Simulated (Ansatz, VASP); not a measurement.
Two plane-wave programs on Ta9Al

```
Al Ta
1.0
    -4.95805    4.95809   -1.66483
    -4.95323   -1.65964    4.95888
     1.65966    4.95332    4.95893
Al Ta
2 18
Direct
  0.00645 0.99865 0.99748
  0.59395 0.10153 0.10036
  0.50174 0.50100 0.99689
  0.09866 0.59917 0.10096
  0.19505 0.20304 0.20187
  0.69966 0.69838 0.19673
  0.80086 0.30084 0.29967
  0.30020 0.80345 0.29556
  0.40019 0.40016 0.39900
  0.50174 0.99805 0.49983
  0.99867 0.49930 0.49813
  0.09866 0.10214 0.59800
  0.90075 0.90228 0.40063
  0.60172 0.60088 0.59971
  0.69965 0.19790 0.69721
  0.20020 0.70002 0.69885
  0.30019 0.29673 0.80228
  0.79953 0.79933 0.79817
  0.90074 0.40180 0.90111
  0.40535 0.89714 0.89597
```

Alike in both runs: functional PBE; k mesh 3 × 3 × 3; occupations gaussian, width 0.1 eV; no spin polarisation.

Ansatz relaxed the structure, and its values are those at the end. VASP's run is a single point on that final structure, the one shown.

|  | VASP | Ansatz |
| --- | --- | --- |
| version | VASP 6.6.1 | Ansatz 0.2.0 |
| potentials or method | VASP PAW PBE potentials, release 64 (Al, Ta_pv), cutoff 520 eV | scalar-relativistic, plane waves, PAW |
| valence electrons in the cell | 204 | 240 |

Ansatz gave:

- gap on the k mesh at the Fermi level (eV): none
- pressure (GPa): 0.0
- rms of the force components (eV/Å): 0.004

Problem. Estimate VASP's values.

Solution. gap on the k mesh at the Fermi level (eV): none; pressure (GPa): 0.1; rms of the force components (eV/Å): 0.004.

A gap of «none» marks a metal or a gap that the smearing closes. The functional is the same, so the differences come from potentials, cutoffs and numerics. VASP's potentials hold 204 valence electrons a cell and Ansatz's 240, so a difference there can come from the potentials and not from the codes.

Spin-orbit coupling is off throughout.
